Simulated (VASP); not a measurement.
# Sn (R-3m) in VASP: a series of runs

The runs below take Sn through electric field gradients, with PBE.

Everything below comes from runs of VASP 6.6.1. Logs are shortened: lines on timing, memory, paths and dates and some standing lists are left out, and cuts for length are marked.

## Step 1: The cell of the first run

Symmetry: R-3m, No. 166, trigonal system. The conventional cell has a = 4.636 Å, b = 4.636 Å, c = 11.018 Å, α = 90.00°, β = 90.00°, γ = 120.00°. Sn (site symmetry 3m) has 4 Sn at 2.75 to 2.83 Å within 3.6 Å.

## Step 2: Electric field gradients, PBE (equal xy, yz and zx shear strains of -2 %)

Input file INCAR:

```
ALGO = Normal ; EDIFF = 1E-8
ENCUT = 520 ; GGA = PE
ISIF = 2 ; ISMEAR = -1
LASPH = True ; LCHARG = False
LEFG = True ; LREAL = False
LWAVE = False ; NBANDS = 21
NELM = 100 ; PREC = Accurate
SIGMA = 0.03
```

Input file KPOINTS:

```
k-points
0
Gamma
  9 9 9
```

Input file POSCAR:

```
Sn
1.0
   -0.0649120000      3.2131440000      3.2131440000
    3.2131440000     -0.0649120000      3.2131440000
    3.2131440000      3.2131440000     -0.0649120000
Sn
2
Direct
    0.5000000000      0.5000000000      0.5000000000
    0.7500000000      0.7500000000      0.7500000000
```

Potentials or basis: VASP PAW PBE potentials, release 64 (Sn_d).

Run with:

```sh
$ cat potpaw_PBE.64/Sn_d/POTCAR > POTCAR
$ mpirun -np 1 vasp_std > vasp.out
```

OUTCAR:

```text
EDIFF = 1E-8
   ENCUT = 520
   GGA = PE
   ISIF = 2
   ISMEAR = -1
   LASPH = True
   LREAL = False
   NELM = 100
   PREC = Accurate

 ion  position               nearest neighbor table
   1  0.500  0.500  0.500-   2 2.75   2 2.83   2 2.83   2 2.83
   2  0.750  0.750  0.750-   1 2.75   1 2.83   1 2.83   1 2.83

  LATTYP: Found a trigonal (rhomboedric) cell.
 ALAT       =     4.5445354325
 COS(alpha) =     0.4797000918

  Lattice vectors:

 A1 = (  -0.0649120000,   3.2131440000,   3.2131440000)
 A2 = (   3.2131440000,  -0.0649120000,   3.2131440000)
 A3 = (   3.2131440000,   3.2131440000,  -0.0649120000)

Analysis of symmetry for initial positions (statically):
=====================================================================
 Subroutine PRICEL returns:
 Original cell was already a primitive cell.

 Routine SETGRP: Setting up the symmetry group for a
 trigonal (rhombohedral) supercell.

 Subroutine GETGRP returns: Found 12 space group operations
 (whereof  6 operations were pure point group operations)
 out of a pool of 12 trial point group operations.

The static configuration has the point symmetry C_3v.
 The point group associated with its full space group is D_3d.

Analysis of symmetry for dynamics (positions and initial velocities):
=====================================================================
 Subroutine PRICEL returns:
 Original cell was already a primitive cell.

 Routine SETGRP: Setting up the symmetry group for a
 trigonal (rhombohedral) supercell.

 Subroutine GETGRP returns: Found 12 space group operations
 (whereof  6 operations were pure point group operations)
 out of a pool of 12 trial point group operations.

The dynamic configuration has the point symmetry C_3v.
 The point group associated with its full space group is D_3d.

 Subroutine INISYM returns: Found 12 space group operations
 (whereof  6 operations are pure point group operations),
 and found     1 'primitive' translations

----------------------------------------------------------------------------------------

                                     Primitive cell

  volume of cell :      68.3571

  direct lattice vectors                    reciprocal lattice vectors
    -0.064912000  3.213144000  3.213144000    -0.150973003  0.154085849  0.154085849
     3.213144000 -0.064912000  3.213144000     0.154085849 -0.150973003  0.154085849
     3.213144000  3.213144000 -0.064912000     0.154085849  0.154085849 -0.150973003

  length of vectors
     4.544535432  4.544535432  4.544535432     0.265099501  0.265099501  0.265099501

  position of ions in fractional coordinates (direct lattice)
     0.500000000  0.500000000  0.500000000
     0.750000000  0.750000000  0.750000000

  ion indices of the primitive-cell ions
   primitive index   ion index
                 1           1
                 2           2

----------------------------------------------------------------------------------------

 KPOINTS: k-points

Automatic generation of k-mesh.
 Grid dimensions read from file:
 generate k-points for:    9    9    9

 Generating k-lattice:

  Cartesian coordinates                     Fractional coordinates (reciprocal lattice)
    -0.016774778  0.017120650  0.017120650     0.111111111  0.000000000  0.000000000
     0.017120650 -0.016774778  0.017120650     0.000000000  0.111111111  0.000000000
     0.017120650  0.017120650 -0.016774778     0.000000000  0.000000000  0.111111111

  Length of vectors
     0.029455500  0.029455500  0.029455500

  Shift w.r.t. Gamma in fractional coordinates (k-lattice)
     0.000000000  0.000000000  0.000000000

 Subroutine IBZKPT returns following result:
 ===========================================

 Found     85 irreducible k-points:

 Following reciprocal coordinates:
            Coordinates               Weight
  0.000000  0.000000  0.000000      1.000000
  0.111111 -0.000000  0.000000      6.000000
  0.222222 -0.000000 -0.000000      6.000000
  0.333333 -0.000000 -0.000000      6.000000
  0.444444 -0.000000 -0.000000      6.000000
  0.111111  0.111111 -0.000000      6.000000
[... 16 lines left out ...]
 -0.333333  0.333333  0.000000      6.000000
  0.444444  0.444444 -0.000000      6.000000
 [... further k-points ...]
   k-points           NKPTS =     85   k-points in BZ     NKDIM =     85   number of bands    NBANDS=     21
   number of dos      NEDOS =    301   number of ions     NIONS =      2
   total plane-waves  NPLWV =  46656
   dimension x,y,z NGX =    36 NGY =   36 NGZ =   36
   dimension x,y,z NGXF=    72 NGYF=   72 NGZF=   72
   ions per type =               2
   NGX,Y,Z   is equivalent  to a cutoff of  13.17, 13.17, 13.17 a.u.
   NGXF,Y,Z  is equivalent  to a cutoff of  26.34, 26.34, 26.34 a.u.
 SYSTEM =  unknown system
   PREC   = accura    normal or accurate (medium, high low for compatibility)
   ISTART =      0    job   : 0-new  1-cont  2-samecut
   ICHARG =      2    charge: 1-file 2-atom 10-const
   ISPIN  =      1    spin polarized calculation?
   LNONCOLLINEAR =      F non collinear calculations
   LSORBIT =      F    spin-orbit coupling
   LASPH  =      T    aspherical Exc in radial PAW
   ENCUT  =  520.0 eV  38.22 Ry    6.18 a.u.   8.45  8.45  8.45*2*pi/ulx,y,z
   NELM   =    100;   NELMIN=  2; NELMDL= -5     # of ELM steps
   EDIFF  = 0.1E-07   stopping-criterion for ELM
   LREAL  =      F    real-space projection
   EDIFFG = 0.1E-06   stopping-criterion for IOM
   NSW    =      0    number of steps for IOM
   IBRION =     -1    ionic relax: 0-MD 1-quasi-New 2-CG
   NFREE  =      0    steps in history (QN), initial steepest desc. (CG)
   ISIF   =      2    stress and relaxation
   ISYM   =      2    0-nonsym 1-usesym 2-fastsym
   POTIM  = 0.5000    time-step for ionic-motion
   TEBEG  =    0.0;   TEEND  =   0.0 temperature during run
   PSTRESS=    0.0 pullay stress
   NELECT =      28.0000    total number of electrons
   NUPDOWN=      -1.0000    fix difference up-down
   EMIN   =  10.00;   EMAX   =-10.00  energy-range for DOS
   EFERMI =   0.00;   METHOD = LEGACY
   ISMEAR =    -1;   SIGMA  =   0.03  broadening in eV -4-tet -1-fermi 0-gaus
   EFERMI_NEDOS =   21; number of points for ismear=-14 and -15
   IALGO  =     38    algorithm
   IMIX   =      4    mixing-type and parameters
     AMIX     =   0.40;   BMIX     =  1.00
     AMIX_MAG =   1.60;   BMIX_MAG =  1.00
  volume/ion in A,a.u.               =      34.18       230.65
  Fermi-wavevector in a.u.,A,eV,Ry     =   1.215811  2.297551 20.112099  1.478198
  Thomas-Fermi vector in A             =   2.351186
   LORBIT       =      0    0 simple, 1 ext, 2 COOP (PROOUT), +10 PAW based schemes
   GGA     = PE    functional components
   LHFCALC =     F    Hartree Fock is set to
   AEXX    =    0.0000 exact exchange contribution
   IVDW    =     0    specifies the selected vdW correction
   LEPSILON=     F    determine dielectric tensor
   LRPA    =     F    only Hartree local field effects (RPA)
 non-spin polarized calculation
  energy-cutoff  :      520.00
  volume of cell :       68.36
 maximum number of plane-waves:      1861
 NGX is ok and might be reduce to    36
   NGX = 17   NGY = 17   NGZ = 17

 number of electron      27.9999996 magnetization

 Free energy of the ion-electron system (eV)
  ---------------------------------------------------
  ext. energy  EPLUGINS =         0.00000000
  ---------------------------------------------------
  free energy    TOTEN  =        -7.62520089 eV

  energy without entropy =       -7.62480486  energy(sigma->0) =       -7.62500288

 E-fermi :   5.5998     XC(G=0):  -8.8728

 val. band max:        5.5102985019   @ k =   0.1111  -0.0000   0.0000
 cond. band min:       5.6430603092   @ k =   0.3333   0.3333   0.3333
 fundamental gap:      0.1327618073
 Fermi energy:         5.5997607869

 k-point     1 :       0.0000    0.0000    0.0000
  band No.  band energies     occupation
      1     -16.0851      2.00000
      2     -16.0300      2.00000
      3     -16.0300      2.00000
      4     -15.9889      2.00000
      5     -15.9889      2.00000
      6     -15.6938      2.00000
[... 13 lines left out ...]
     20      13.6037      0.00000
     21      13.6037      0.00000

 k-point     2 :       0.1111   -0.0000    0.0000
  band No.  band energies     occupation
      1     -16.0901      2.00000
      2     -16.0407      2.00000
      3     -16.0284      2.00000
      4     -15.9785      2.00000
      5     -15.9760      2.00000
      6     -15.7046      2.00000
[... 13 lines left out ...]
     20      12.7730      0.00000
     21      12.9145      0.00000

 k-point     3 :       0.2222   -0.0000   -0.0000
  band No.  band energies     occupation
      1     -16.0993      2.00000
      2     -16.0556      2.00000
      3     -16.0234      2.00000
      4     -15.9572      2.00000
      5     -15.9567      2.00000
      6     -15.7188      2.00000
[... 13 lines left out ...]
     20      12.3989      0.00000
     21      12.6400      0.00000

 k-point     4 :       0.3333   -0.0000   -0.0000
  band No.  band energies     occupation
      1     -16.1059      2.00000
      2     -16.0652      2.00000
      3     -16.0169      2.00000
      4     -15.9440      2.00000
      5     -15.9379      2.00000
      6     -15.7281      2.00000
[... 13 lines left out ...]
     20      12.8287      0.00000
     21      13.1886      0.00000

 k-point     5 :       0.4444   -0.0000   -0.0000
  band No.  band energies     occupation
      1     -16.1087      2.00000
      2     -16.0693      2.00000
      3     -16.0126      2.00000
      4     -15.9392      2.00000
      5     -15.9273      2.00000
      6     -15.7376      2.00000
[... 13 lines left out ...]
     20      13.8674      0.00000
     21      14.3460      0.00000
[... 382 lines left out ...]
     20      15.0109      0.00000
     21      15.4880      0.00000

 k-point    22 :      -0.4444    0.3333    0.0000
  band No.  band energies     occupation
      1     -16.1213      2.00000
      2     -16.0999      2.00000
      3     -15.9706      2.00000
      4     -15.8868      2.00000
      5     -15.8619      2.00000
      6     -15.8212      2.00000
[... 13 lines left out ...]
     20      14.2876      0.00000
     21      15.9319      0.00000

 k-point    23 :      -0.3333    0.3333    0.0000
  band No.  band energies     occupation
      1     -16.1274      2.00000
      2     -16.1006      2.00000
      3     -15.9622      2.00000
      4     -15.8662      2.00000
      5     -15.8658      2.00000
      6     -15.8374      2.00000
[... 13 lines left out ...]
     20      13.0973      0.00000
     21      16.2496      0.00000

 k-point    24 :       0.4444    0.4444   -0.0000
  band No.  band energies     occupation
      1     -16.1141      2.00000
      2     -16.0845      2.00000
      3     -15.9917      2.00000
      4     -15.9339      2.00000
      5     -15.8560      2.00000
      6     -15.7982      2.00000
[... 13 lines left out ...]
     20      15.5351      0.00000
     21      15.8095      0.00000

 [... further k-points ...]

------------------------ aborting loop because EDIFF is reached ----------------------------------------

  FORCE on cell =-STRESS in cart. coord.  units (eV):
  Direction    XX          YY          ZZ          XY          YZ          ZX
  --------------------------------------------------------------------------------------
  -------------------------------------------------------------------------------------
  Total        1.3778543      1.3778543      1.3778543      0.4765763      0.4765763      0.4765763
  in kB       32.2946117     32.2946117     32.2946117     11.1701547     11.1701547     11.1701547
  external PRESSURE =      32.2946117 kB  Pullay stress =       0.0000000 kB

 VOLUME and BASIS-vectors are now :
 -----------------------------------------------------------------------------
  energy-cutoff  :      520.00
  volume of cell :       68.36
      direct lattice vectors                 reciprocal lattice vectors
    -0.064912000  3.213144000  3.213144000    -0.150973003  0.154085849  0.154085849
     3.213144000 -0.064912000  3.213144000     0.154085849 -0.150973003  0.154085849
     3.213144000  3.213144000 -0.064912000     0.154085849  0.154085849 -0.150973003

 POSITION                                       TOTAL-FORCE (eV/Angst)
 -----------------------------------------------------------------------------------
      3.18069      3.18069      3.18069        -0.216107     -0.216107     -0.216107
      4.77103      4.77103      4.77103         0.216107      0.216107      0.216107
 -----------------------------------------------------------------------------------
    total drift:                                0.000000      0.000000      0.000000

  FREE ENERGIE OF THE ION-ELECTRON SYSTEM (eV)
  ---------------------------------------------------
  free  energy   TOTEN  =        -7.6252008880 eV

  energy  without entropy=       -7.6248048644  energy(sigma->0) =       -7.62500288

 Electric field gradients (V/A^2)
---------------------------------------------------------------------
 ion       V_xx      V_yy      V_zz      V_xy      V_xz      V_yz
---------------------------------------------------------------------
   1      -0.000     0.000     0.000   -15.457   -15.457   -15.457
   2      -0.000    -0.000     0.000   -15.457   -15.457   -15.457
---------------------------------------------------------------------

 Electric field gradients after diagonalization (V/A^2)
 (convention: |V_zz| > |V_xx| > |V_yy|)
----------------------------------------------------------------------
 ion       V_xx      V_yy      V_zz     asymmetry (V_yy - V_xx)/ V_zz
----------------------------------------------------------------------
   1      15.457    15.457   -30.915       0.000
   2      15.457    15.457   -30.915       0.000
----------------------------------------------------------------------

           NMR quadrupolar parameters

 Cq : quadrupolar parameter    Cq=e*Q*V_zz/h
 eta: asymmetry parameters     (V_yy - V_xx)/ V_zz
 Q  : nuclear electric quadrupole moment in mb (millibarn)
----------------------------------------------------------------------
 ion       Cq(MHz)       eta       Q (mb)
----------------------------------------------------------------------
   1      -0.075       0.000       1.000
   2      -0.075       0.000       1.000
----------------------------------------------------------------------
```

Wall time 86 s (1 thread of Intel Xeon Platinum 8375C at 2.90GHz (Ice Lake), shared host); peak memory 0.25 GiB.

Results:

```yaml
Free_energy: -7.6252 eV
Pressure: 3.2 GPa
Largest_force: 0.374 eV/Å
Band_gap_on_the_k_mesh: zero (bands 14 and 15 overlap by 0.24 eV)
Largest_electric_field_gradient_by_atom: Sn -30.9 V/Å²
```

Forces in eV/Å, atoms in the order of the input:
```
Sn  -0.216 -0.216 -0.216
Sn   0.216  0.216  0.216
```

Stress tensor (GPa, compression positive):
```
3.23 1.12 1.12
1.12 3.23 1.12
1.12 1.12 3.23
```

Electric field gradients, principal values (V/Å²):
| atom | least | middle | greatest (by size) |
| --- | --- | --- | --- |
| 1 Sn | 15.457 | 15.457 | -30.915 |
| 2 Sn | 15.457 | 15.457 | -30.915 |

Caveat: the cell differs from its parent crystal (equal xy, yz and zx shear strains of -2 %); the cell stands under pressure; without QUAD_EFG the Cq values of the log hold for a quadrupole moment of 1 mb, not for the nuclei; spin-orbit coupling is left out, which moves the levels of the heavy elements.

[end of part 1 of 2]
